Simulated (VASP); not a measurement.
Write the native input for VASP 6.6.1 that does the following.

- Task: single point
- Functional: BHLYP
- Potentials or basis: VASP PAW PBE potentials, release 64 (P)
- Cutoff: 520 eV
- k mesh: 5 × 5 × 5
- Occupations: methfessel-paxton, width 0.1 eV
- Spin: no spin polarisation
- Dipole correction: no
- Grid for exact exchange (PRECFOCK): Normal
- Further INCAR settings: ALGO = Normal; EDIFF = 1e-06; NBANDS = 12

Crystal: P.

```xyz
2
Lattice="1.6676 0.9628 3.0244 -1.6676 0.9628 3.0244 0.0000 -1.9256 3.0244" Properties=species:S:1:pos:R:3 pbc="T T T"
P     0.0000    0.0000    7.0128
P     0.0000    0.0000    2.0603
```

The input as run:

POSCAR

```
P
1.0
    1.6676490650      0.9628176366      3.0243563764
   -1.6676490650      0.9628176366      3.0243563764
    0.0000000000     -1.9256352732      3.0243563764
P
2
Direct
    0.7729197500      0.7729197500      0.7729197500
    0.2270802500      0.2270802500      0.2270802500
```

INCAR.step1

```
ALGO = Normal ; EDIFF = 1E-5
ENCUT = 520 ; GGA = PE
ISIF = 2 ; ISMEAR = 1
LASPH = True ; LREAL = False
LWAVE = True ; NBANDS = 12
NELM = 60 ; PREC = Accurate
SIGMA = 0.1
```

INCAR.step2

```
AEXX = 0.5 ; AGGAC = 1.0
AGGAX = 0.5 ; ALDAC = 0.0
ALDAX = 0.5 ; ALGO = Normal
EDIFF = 1E-6 ; ENCUT = 520
GGA = B5 ; ISIF = 2
ISMEAR = 1 ; ISTART = 1
LASPH = True ; LCHARG = True
LELF = True ; LHFCALC = True
LREAL = False ; LVHAR = True
LWAVE = False ; NBANDS = 12
NELM = 60 ; PREC = Accurate
PRECFOCK = Normal ; SIGMA = 0.1
```

KPOINTS

```
k-points
0
Gamma
  5 5 5
```

Potentials or basis: VASP PAW PBE potentials, release 64 (P).

The run is started by

```sh
$ cat potpaw_PBE.64/P/POTCAR > POTCAR
$ cp INCAR.step1 INCAR
$ mpirun -np 1 vasp_std > vasp.out
$ cp INCAR.step2 INCAR
$ mpirun -np 1 vasp_std > vasp.out
```

It gave:

```
Pressure               : 12.8 GPa
Largest force          : 0.483 eV/Å
Band gap on the k mesh : zero (band 5 reaches 12.06 eV, above the bottom of band 6 at 11.22 eV)
```

Caveat: the k points lie up to 0.46 Å⁻¹ apart; the PAW data sets were made with another functional, which shifts forces and pressure a little.

Run time: 7.4 min on 1 thread of AMD EPYC 7R13 Processor (Zen 3), on a shared host, peak memory 0.13 GiB.
